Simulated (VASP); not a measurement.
A run of VASP 6.6.1 is set up as follows.

INCAR

```
SYSTEM = ZnO
PREC = Accurate
ENCUT = 520
EDIFF = 1E-6
ISMEAR = 0
SIGMA = 0.05
LREAL = .FALSE.
LASPH = .TRUE.
NELM = 60
ALGO = Normal
ISIF = 2
LWAVE = .FALSE.
LCHARG = .FALSE.
GGA = PS
NBANDS = 26
```

The input KPOINTS:

```
regular mesh
0
G
  12 12 4
  0 0 0
```

Contents of POSCAR:

```
ZnO
1.0
    3.2879671587      0.0000000000      0.0000000000
   -1.6439835793      2.8474630862      0.0000000000
    0.0000000000      0.0000000000      7.1304413500
Zn O
2 2
Direct
    0.0000000000      0.0000000000      0.7500000000
    0.0000000000      0.0000000000      0.2500000000
    0.3333333333      0.6666666667      0.2500000000
    0.6666666667      0.3333333333      0.7500000000
```

Potentials or basis: VASP PAW PBE potentials, release 64 (Zn, O).

Launch:

```console
$ cat potpaw_PBE.64/Zn/POTCAR potpaw_PBE.64/O/POTCAR > POTCAR
$ mpirun -np 1 vasp_std > vasp.out
```

(1) Predict the pressure.

(2) Predict the band gap on the k mesh.

Answers

(1) -3.8 GPa.

(2) 0.75 eV, direct.

Caveat: the PAW data sets were made with another functional, which shifts forces and pressure a little.
